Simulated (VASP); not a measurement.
# Zr2TeSe (Pmmm) in VASP: notebook

Runs on Zr2TeSe. Level: PBE. Tasks: single point, relaxation of cell and atoms.

Everything below comes from runs of VASP 6.6.1. Logs are shortened: lines on timing, memory, paths and dates and some standing lists are left out, and cuts for length are marked.

## Step 1: The cell of the first run

The structure is orthorhombic, space group Pmmm (No. 47). The conventional cell has a = 3.795 Å, b = 3.995 Å, c = 6.746 Å, α = 90.00°, β = 90.00°, γ = 90.00°. Within 3.3 Å of Zr (site symmetry mm2) lie 2 Te at 2.53 Å and 2 Se at 2.62 Å. Within 3.3 Å of Te (site symmetry mmm) lie 4 Zr at 2.53 Å. Se (site symmetry mmm) has 4 Zr at 2.62 Å within 3.5 Å.

## Step 2: Single point, PBE

Input file INCAR:

```
SYSTEM = Zr2TeSe
PREC = Accurate ; ENCUT = 520
EDIFF = 1E-6 ; ISMEAR = 0
SIGMA = 0.1 ; LREAL = .FALSE.
LASPH = .TRUE. ; NELM = 60
ALGO = Normal ; ISIF = 2
LWAVE = .FALSE. ; LCHARG = .TRUE.
GGA = PE ; LELF = .TRUE.
LVHAR = .TRUE. ; NBANDS = 26
```

Input file KPOINTS:

```
Automatic mesh
0
G
  4 4 4
  0 0 0
```

Input file POSCAR:

```
Zr2TeSe
1.0
    3.7947881400      0.0000000000      0.0000000000
    0.0000000000      3.9951548900      0.0000000000
    0.0000000000      0.0000000000      6.7458465700
Zr Te Se
2 1 1
Direct
    0.0000000000      0.5000000000      0.7479710000
    0.0000000000      0.5000000000      0.2520290000
    0.5000000000      0.5000000000      0.5000000000
    0.0000000000      0.0000000000      0.0000000000
```

Potentials or basis: VASP PAW PBE potentials, release 64 (Zr_sv, Te, Se).

On the command line:

```bash
$ cat potpaw_PBE.64/Zr_sv/POTCAR potpaw_PBE.64/Te/POTCAR potpaw_PBE.64/Se/POTCAR > POTCAR
$ mpirun -np 1 vasp_std > vasp.out
```

OUTCAR:

```text
SYSTEM = Zr2TeSe
   PREC = Accurate
   ENCUT = 520
   EDIFF = 1E-6
   ISMEAR = 0
   LREAL = .FALSE.
   LASPH = .TRUE.
   NELM = 60
   ISIF = 2
   GGA = PE

 ion  position               nearest neighbor table
   1  0.000  0.500  0.748-   3 2.53   3 2.53   4 2.62   4 2.62   2 3.35   2 3.40
   2  0.000  0.500  0.252-   3 2.53   3 2.53   4 2.62   4 2.62   1 3.35   1 3.40
   3  0.500  0.500  0.500-   1 2.53   2 2.53   1 2.53   2 2.53
   4  0.000  0.000  0.000-   1 2.62   2 2.62   1 2.62   2 2.62

  LATTYP: Found a simple orthorhombic cell.
 ALAT       =     3.7947881400
 B/A-ratio  =     1.0528005102
 C/A-ratio  =     1.7776609184

  Lattice vectors:

 A1 = (   3.7947881400,   0.0000000000,   0.0000000000)
 A2 = (   0.0000000000,   3.9951548900,   0.0000000000)
 A3 = (   0.0000000000,   0.0000000000,   6.7458465700)

Analysis of symmetry for initial positions (statically):
=====================================================================
 Subroutine PRICEL returns:
 Original cell was already a primitive cell.

 Routine SETGRP: Setting up the symmetry group for a
 simple orthorhombic supercell.

 Subroutine GETGRP returns: Found  8 space group operations
 (whereof  8 operations were pure point group operations)
 out of a pool of  8 trial point group operations.

The static configuration has the point symmetry D_2h.

Analysis of symmetry for dynamics (positions and initial velocities):
=====================================================================
 Subroutine PRICEL returns:
 Original cell was already a primitive cell.

 Routine SETGRP: Setting up the symmetry group for a
 simple orthorhombic supercell.

 Subroutine GETGRP returns: Found  8 space group operations
 (whereof  8 operations were pure point group operations)
 out of a pool of  8 trial point group operations.

The dynamic configuration has the point symmetry D_2h.

 Subroutine INISYM returns: Found  8 space group operations
 (whereof  8 operations are pure point group operations),
 and found     1 'primitive' translations

----------------------------------------------------------------------------------------

                                     Primitive cell

  volume of cell :     102.2722

  direct lattice vectors                    reciprocal lattice vectors
     3.794788140  0.000000000  0.000000000     0.263519323  0.000000000  0.000000000
     0.000000000  3.995154890  0.000000000     0.000000000  0.250303187  0.000000000
     0.000000000  0.000000000  6.745846570     0.000000000  0.000000000  0.148239363

  length of vectors
     3.794788140  3.995154890  6.745846570     0.263519323  0.250303187  0.148239363

  position of ions in fractional coordinates (direct lattice)
     0.000000000  0.500000000  0.747971000
     0.000000000  0.500000000  0.252029000
     0.500000000  0.500000000  0.500000000
     0.000000000  0.000000000  0.000000000

  ion indices of the primitive-cell ions
   primitive index   ion index
                 1           1
                 2           2
                 3           3
                 4           4

----------------------------------------------------------------------------------------

 KPOINTS: Automatic mesh

Automatic generation of k-mesh.
 Grid dimensions read from file:
 generate k-points for:    4    4    4

 Generating k-lattice:

  Cartesian coordinates                     Fractional coordinates (reciprocal lattice)
     0.065879831  0.000000000  0.000000000     0.250000000  0.000000000  0.000000000
     0.000000000  0.062575797  0.000000000     0.000000000  0.250000000  0.000000000
     0.000000000  0.000000000  0.037059841     0.000000000  0.000000000  0.250000000

  Length of vectors
     0.065879831  0.062575797  0.037059841

  Shift w.r.t. Gamma in fractional coordinates (k-lattice)
     0.000000000  0.000000000  0.000000000

 Subroutine IBZKPT returns following result:
 ===========================================

 Found     27 irreducible k-points:

 Following reciprocal coordinates:
            Coordinates               Weight
  0.000000  0.000000  0.000000      1.000000
  0.250000  0.000000  0.000000      2.000000
  0.500000  0.000000  0.000000      1.000000
  0.000000  0.250000  0.000000      2.000000
  0.250000  0.250000  0.000000      4.000000
  0.500000  0.250000  0.000000      2.000000
[... 16 lines left out ...]
  0.250000  0.250000  0.500000      4.000000
  0.500000  0.250000  0.500000      2.000000
 [... further k-points ...]
   k-points           NKPTS =     27   k-points in BZ     NKDIM =     27   number of bands    NBANDS=     26
   number of dos      NEDOS =    301   number of ions     NIONS =      4
   total plane-waves  NPLWV =  42000
   dimension x,y,z NGX =    28 NGY =   30 NGZ =   50
   dimension x,y,z NGXF=    56 NGYF=   60 NGZF=  100
   ions per type =               2   1   1
   NGX,Y,Z   is equivalent  to a cutoff of  12.27, 12.48, 12.32 a.u.
   NGXF,Y,Z  is equivalent  to a cutoff of  24.53, 24.97, 24.64 a.u.
 SYSTEM =  Zr2TeSe
   PREC   = accura    normal or accurate (medium, high low for compatibility)
   ISTART =      0    job   : 0-new  1-cont  2-samecut
   ICHARG =      2    charge: 1-file 2-atom 10-const
   ISPIN  =      1    spin polarized calculation?
   LNONCOLLINEAR =      F non collinear calculations
   LSORBIT =      F    spin-orbit coupling
   LASPH  =      T    aspherical Exc in radial PAW
   ENCUT  =  520.0 eV  38.22 Ry    6.18 a.u.   7.06  7.43 12.54*2*pi/ulx,y,z
   NELM   =     60;   NELMIN=  2; NELMDL= -5     # of ELM steps
   EDIFF  = 0.1E-05   stopping-criterion for ELM
   LREAL  =      F    real-space projection
   EDIFFG = 0.1E-04   stopping-criterion for IOM
   NSW    =      0    number of steps for IOM
   IBRION =     -1    ionic relax: 0-MD 1-quasi-New 2-CG
   NFREE  =      0    steps in history (QN), initial steepest desc. (CG)
   ISIF   =      2    stress and relaxation
   ISYM   =      2    0-nonsym 1-usesym 2-fastsym
   POTIM  = 0.5000    time-step for ionic-motion
   TEBEG  =    0.0;   TEEND  =   0.0 temperature during run
   PSTRESS=    0.0 pullay stress
   NELECT =      36.0000    total number of electrons
   NUPDOWN=      -1.0000    fix difference up-down
   EMIN   =  10.00;   EMAX   =-10.00  energy-range for DOS
   EFERMI =   0.00;   METHOD = LEGACY
   ISMEAR =     0;   SIGMA  =   0.10  broadening in eV -4-tet -1-fermi 0-gaus
   EFERMI_NEDOS =   21; number of points for ismear=-14 and -15
   IALGO  =     38    algorithm
   IMIX   =      4    mixing-type and parameters
     AMIX     =   0.40;   BMIX     =  1.00
     AMIX_MAG =   1.60;   BMIX_MAG =  1.00
  volume/ion in A,a.u.               =      25.57       172.54
  Fermi-wavevector in a.u.,A,eV,Ry     =   1.155908  2.184349 18.179049  1.336122
  Thomas-Fermi vector in A             =   2.292532
   LORBIT       =      0    0 simple, 1 ext, 2 COOP (PROOUT), +10 PAW based schemes
   GGA     = PE    functional components
   LHFCALC =     F    Hartree Fock is set to
   AEXX    =    0.0000 exact exchange contribution
   IVDW    =     0    specifies the selected vdW correction
   LEPSILON=     F    determine dielectric tensor
   LRPA    =     F    only Hartree local field effects (RPA)
 non-spin polarized calculation
 Gauss-broadening in eV      SIGMA  =   0.10
  energy-cutoff  :      520.00
  volume of cell :      102.27
 maximum number of plane-waves:      2780
   NGX = 15   NGY = 15   NGZ = 25

 number of electron      36.0000000 magnetization

 Free energy of the ion-electron system (eV)
  ---------------------------------------------------
  ext. energy  EPLUGINS =         0.00000000
  ---------------------------------------------------
  free energy    TOTEN  =       -24.34067526 eV

  energy without entropy =      -24.32910340  energy(sigma->0) =      -24.33488933

 E-fermi :   7.4925     XC(G=0):  -9.9891

 val. band max:        7.4579103216   @ k =   0.0000   0.2500   0.0000
 cond. band min:       7.4975165108   @ k =   0.2500   0.2500   0.0000
 fundamental gap:      0.0396061892
 Fermi energy:         7.4924593932

 k-point     1 :       0.0000    0.0000    0.0000
  band No.  band energies     occupation
      1     -41.8021      2.00000
      2     -41.7723      2.00000
      3     -20.2229      2.00000
      4     -19.9900      2.00000
      5     -19.9188      2.00000
      6     -19.8988      2.00000
[... 18 lines left out ...]
     25      11.1516      0.00000
     26      12.6846      0.00000

 k-point     2 :       0.2500    0.0000    0.0000
  band No.  band energies     occupation
      1     -41.7989      2.00000
      2     -41.7667      2.00000
      3     -20.2083      2.00000
      4     -20.0706      2.00000
      5     -19.9870      2.00000
      6     -19.9119      2.00000
[... 18 lines left out ...]
     25      11.3050      0.00000
     26      11.6701      0.00000

 k-point     3 :       0.5000    0.0000    0.0000
  band No.  band energies     occupation
      1     -41.7956      2.00000
      2     -41.7612      2.00000
      3     -20.1852      2.00000
      4     -20.1582      2.00000
      5     -20.0684      2.00000
      6     -19.9051      2.00000
[... 18 lines left out ...]
     25      10.1415      0.00000
     26      10.8064      0.00000

 k-point     4 :       0.0000    0.2500    0.0000
  band No.  band energies     occupation
      1     -41.8005      2.00000
      2     -41.7707      2.00000
      3     -20.2114      2.00000
      4     -19.9872      2.00000
      5     -19.9654      2.00000
      6     -19.9009      2.00000
[... 18 lines left out ...]
     25      11.3881      0.00000
     26      11.6079      0.00000
[... 496 lines left out ...]
      1     -41.7881      2.00000
      2     -41.7832      2.00000
      3     -20.0374      2.00000
      4     -19.9734      2.00000
      5     -19.9697      2.00000
      6     -19.9343      2.00000
[... 18 lines left out ...]
     25      10.3985      0.00000
     26      10.9380      0.00000

 k-point    23 :       0.2500    0.2500    0.5000
  band No.  band energies     occupation
      1     -41.7849      2.00000
      2     -41.7776      2.00000
      3     -20.0698      2.00000
      4     -20.0060      2.00000
      5     -20.0052      2.00000
      6     -19.9491      2.00000
[... 18 lines left out ...]
     25      11.1797      0.00000
     26      11.7255      0.00000

 k-point    24 :       0.5000    0.2500    0.5000
  band No.  band energies     occupation
      1     -41.7817      2.00000
      2     -41.7720      2.00000
      3     -20.1381      2.00000
      4     -20.0817      2.00000
      5     -20.0013      2.00000
      6     -19.9422      2.00000
[... 18 lines left out ...]
     25      11.0346      0.00000
     26      11.0604      0.00000

 [... further k-points ...]

------------------------ aborting loop because EDIFF is reached ----------------------------------------

  FORCE on cell =-STRESS in cart. coord.  units (eV):
  Direction    XX          YY          ZZ          XY          YZ          ZX
  --------------------------------------------------------------------------------------
  -------------------------------------------------------------------------------------
  Total       18.1388319     -0.6037299     14.2015925      0.0000000      0.0000000      0.0000000
  in kB      284.1595676     -9.4579200    222.4795075      0.0000000      0.0000000      0.0000000
  external PRESSURE =     165.7270517 kB  Pullay stress =       0.0000000 kB

 VOLUME and BASIS-vectors are now :
 -----------------------------------------------------------------------------
  energy-cutoff  :      520.00
  volume of cell :      102.27
      direct lattice vectors                 reciprocal lattice vectors
     3.794788140  0.000000000  0.000000000     0.263519323  0.000000000  0.000000000
     0.000000000  3.995154890  0.000000000     0.000000000  0.250303187  0.000000000
     0.000000000  0.000000000  6.745846570     0.000000000  0.000000000  0.148239363

 POSITION                                       TOTAL-FORCE (eV/Angst)
 -----------------------------------------------------------------------------------
      0.00000      1.99758      5.04570         0.000000      0.000000      3.798600
      0.00000      1.99758      1.70015         0.000000      0.000000     -3.798600
      1.89739      1.99758      3.37292         0.000000      0.000000      0.000000
      0.00000      0.00000      0.00000         0.000000      0.000000      0.000000
 -----------------------------------------------------------------------------------
    total drift:                               -0.000000      0.000000      0.000000

  FREE ENERGIE OF THE ION-ELECTRON SYSTEM (eV)
  ---------------------------------------------------
  free  energy   TOTEN  =       -24.3406752575 eV

  energy  without entropy=      -24.3291034034  energy(sigma->0) =      -24.33488933
```

Run time: 87 s. Hardware: 1 thread of Intel Xeon 6975P-C, shared host; peak memory 0.24 GiB.

What came out:

```yaml
Free_energy: -24.3407 eV
Pressure: 16.6 GPa
Largest_force: 3.799 eV/Å
Band_gap_on_the_k_mesh: zero (band 18 reaches 8.36 eV, above the bottom of band 19 at 6.75 eV)
```

Forces in eV/Å, atoms in the order of the input:
```
Zr   0.000  0.000  3.799
Zr   0.000  0.000 -3.799
Te   0.000  0.000  0.000
Se   0.000  0.000  0.000
```

Stress tensor (GPa, compression positive):
```
28.42  0.00  0.00
 0.00 -0.95  0.00
 0.00  0.00 22.25
```

Levels at points of the mesh, in eV from the Fermi level:
```
           k point  band 15  band 16  band 17  band 18  band 19  band 20  band 21  band 22
(0.00, 0.00, 0.00)    -2.27    -2.16    -1.94    -1.44     1.26     1.26     1.41     1.43
(0.50, 0.00, 0.00)    -3.99    -2.70    -0.97     0.52     1.07     1.28     1.50     2.03
(0.00, 0.50, 0.00)    -4.06    -2.37    -1.45     0.86     1.09     1.26     1.51     1.91
(0.50, 0.50, 0.00)    -3.66    -3.25    -1.13    -1.11    -0.74     1.76     1.99     2.11
(0.00, 0.00, 0.50)    -2.81    -2.39    -1.52    -1.02     1.40     1.46     1.47     1.64
(0.50, 0.00, 0.50)    -4.03    -2.64    -0.58     0.15     0.19     0.76     1.68     2.10
(0.00, 0.50, 0.50)    -3.93    -2.34    -1.24     0.50     0.54     0.71     1.59     1.96
(0.50, 0.50, 0.50)    -3.91    -3.75    -0.96    -0.66     0.85     1.55     1.66     1.67
```

Caveat: the k points lie up to 0.41 Å⁻¹ apart; spin-orbit coupling is left out, which moves the levels of the heavy elements; forces of over 1 eV/Å act on the atoms, so gaps and moduli don't describe the material at rest.

[end of part 1 of 3]
